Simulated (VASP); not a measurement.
Runs of VASP 6.6.1 on NiMoIrPdW. It takes space group P3m1 (No. 156, trigonal). The conventional cell has a = 2.766 Å, b = 2.766 Å, c = 11.023 Å, α = 90.00°, β = 90.00°, γ = 120.00°. Ni (site symmetry 3m) has 3 Mo at 2.60 Å and 3 Pd at 2.71 Å and 6 Ni at 2.77 Å within 3.4 Å. Within 3.4 Å of Mo (site symmetry 3m) lie 3 Ni at 2.60 Å and 6 Mo at 2.77 Å and 3 Ir at 2.82 Å. Within 3.6 Å of Pd (site symmetry 3m) lie 3 Ni at 2.71 Å and 3 W at 2.74 Å and 6 Pd at 2.77 Å. Ir (site symmetry 3m) has 3 W at 2.74 Å and 6 Ir at 2.77 Å and 3 Mo at 2.82 Å within 3.6 Å. W (site symmetry 3m) has 3 Pd at 2.74 Å and 3 Ir at 2.74 Å and 6 W at 2.77 Å within 3.6 Å. 

```tsv
task	level	cell	k mesh	cutoff (eV)	gap on the mesh (eV)	pressure (GPa)	moment (μB)	relaxed volume (Å³/atom)	largest force (eV/Å)
single point	PBE	as given	12 × 12 × 3	520	none	0.4	0.00	-	0.03
relaxation of cell and atoms	PBE+D3(BJ)	relaxed	8 × 8 × 2	600	none	-0.1	0.00	14.25	0.01
relaxation of cell and atoms	PBE+D4	relaxed	8 × 8 × 2	600	none	0.0	0.00	(a)	0.01
relaxation of cell and atoms	PBE+D3(BJ)	relaxed	7 × 7 × 2	600	none	-0.2	0.00	14.24	0.02
```

Alike in all rows: potentials or basis VASP PAW PBE potentials, release 64 (Ni, Mo_sv, Pd, Ir, W_sv); spin collinear, ferromagnetic start; smearing fermi-dirac 0.05 eV.

Estimate the missing entries.

(a) 14.32.

Caveats: some runs use coarse meshes; the moments typed at the start vanished in this run; spin-orbit coupling is left out, which moves the levels of the heavy elements.

A k mesh can miss the band edges, and the runs leave out spin-orbit coupling on Ir, Mo, Pd, W.

A gap of «none» marks levels without a gap at the run's occupations.
